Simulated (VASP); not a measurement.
Crystal: Ga.

```
Ga
1.0
     1.38300   -4.02650    0.00000
     1.38300    4.02650    0.00000
    -0.11745    0.00000    3.32993
Ga
2
Direct
  0.13100 0.86900 0.75000
  0.86900 0.13100 0.25000
```

* Program: VASP 6.6.1
* Task: relaxation of cell and atoms
* Functional: RPBE
* Potentials or basis: VASP PAW PBE potentials, release 64 (Ga_d)
* Cutoff: 600 eV
* k mesh: 10 × 10 × 8
* Occupations: fermi-dirac, width 0.05 eV
* Spin: no spin polarisation

At the start: pressure 3.8 GPa; volume 18.54 Å³/atom.

Q: How do energy, volume and symmetry change on relaxing?

A: Over 18 steps the energy falls by 25.5 meV/atom and the volume is 19.96 Å³/atom (+7.6 %); space group C2/c (No. 15, to 0.1 Å) before, Cmcm (No. 63, to 0.1 Å).

The path:
```csv
step,energy change (eV),largest force (eV/Å),pressure (GPa),volume (Å³)
1,0.0000,0.2118,3.81,37.09
2,-0.0351,0.1141,0.22,39.50
3,-0.0361,0.1004,-0.06,39.92
4,-0.0347,0.0766,-0.87,40.78
5,-0.0362,0.0963,-0.36,40.15
6,-0.0362,0.0979,-0.30,40.08
7,-0.0392,0.0674,-0.22,40.00
8,-0.0463,0.0193,0.02,39.75
9,-0.0370,0.2275,1.05,39.18
10,-0.0488,0.0675,0.28,39.61
11,-0.0490,0.0985,0.37,39.54
12,-0.0492,0.0619,0.14,39.88
13,-0.0498,0.0798,0.23,39.72
14,-0.0508,0.0306,-0.16,39.98
15,-0.0509,0.0262,-0.04,40.00
16,-0.0509,0.0172,-0.17,40.05
17,-0.0510,0.0032,0.05,39.90
18,-0.0510,0.0023,-0.03,39.91
```

Final structure:
```
CELL_PARAMETERS angstrom
1.47082 -4.15991 0.02577
1.47082 4.15991 0.02577
-0.06340 0.00000 3.26066
ATOMIC_POSITIONS crystal
Ga 0.13553 0.86447 0.75000
Ga 0.86447 0.13553 0.25000
```

Caveat: the PAW data sets were made with another functional, which shifts forces and pressure a little.
